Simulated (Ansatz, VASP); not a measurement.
## GaAs in VASP and in Ansatz

File INCAR:

```
SYSTEM = GaAs
PREC     = Accurate       ! precision mode
ENCUT    = 500            ! plane-wave cutoff, eV
EDIFF    = 1E-6           ! SCF threshold, eV
ISMEAR   = 1              ! smearing method
SIGMA    = 0.1            ! smearing width, eV
LREAL    = .FALSE.        ! projectors in reciprocal space
LASPH    = .TRUE.         ! aspherical terms in the spheres
NELM     = 120            ! most SCF steps
ALGO     = Normal         ! electronic algorithm
ISIF     = 2              ! what is computed and relaxed
LWAVE    = .FALSE.        ! write WAVECAR
LCHARG   = .FALSE.        ! write CHGCAR
GGA      = LIBXC          ! functional
LIBXC1   = GGA_X_PBE    
LIBXC2   = GGA_C_LYP    
NBANDS   = 16             ! bands
GGA_COMPAT= .FALSE.
```

File KPOINTS:

```
Automatic mesh
0
G
  8 8 8
  0 0 0
```

The input POSCAR:

```
GaAs
1.0
    0.0000000000      2.8455714065      2.8455714065
    2.8455714065      0.0000000000      2.8455714065
    2.8455714065      2.8455714065      0.0000000000
As Ga
1 1
Direct
    0.7500000000      0.7500000000      0.7500000000
    0.0000000000      0.0000000000      0.0000000000
```

Contents of input.yaml:

```yaml
crystal:
  lattice:
    - [0.0, 2.8455714065, 2.8455714065]
    - [2.8455714065, 0.0, 2.8455714065]
    - [2.8455714065, 2.8455714065, 0.0]
  atoms:
    - { symbol: As, position: [0.75, 0.75, 0.75] }
    - { symbol: Ga, position: [0.0, 0.0, 0.0] }
kpoints:
  mp_grid: { grid: [8, 8, 8] }
scf:
  occupations: { method: cold, width: 0.1 }
hamiltonian:
  xc: { exchange: pbe, correlation: lyp }
  pseudopotentials: { kind: all_electron, lapw: { basis_error: 0.001 } }
output:
  forces: true
  stress: true
  eigenvalues: true
```

Change from the starting cell: volume scaled by 1.02.

Alike in both runs: task single point; functional pbe exchange, lyp correlation; k mesh 8 × 8 × 8; no spin polarisation.

|  | VASP | Ansatz |
| --- | --- | --- |
| version | VASP 6.6.1 | Ansatz 0.2.0 |
| potentials or method | VASP PAW PBE potentials, release 64 (As, Ga_d), cutoff 500 eV | all-electron LAPW, scalar-relativistic |
| occupations | methfessel-paxton of order 1, width 0.1 eV | cold, width 0.1 eV |

|  | VASP | Ansatz | Ansatz less VASP |
| --- | --- | --- | --- |
| gap on the k mesh at the Fermi level (eV) | 0.22 | 0.22 | -0.003 |
| least direct gap on the mesh (eV) | 0.22 | 0.22 | -0.003 |
| pressure (GPa) | 5.8 | 5.5 | -0.26 |

VASP's potentials were made for PBE, not for pbe exchange, lyp correlation. Ansatz ran all-electron here, and VASP with PAW potentials.
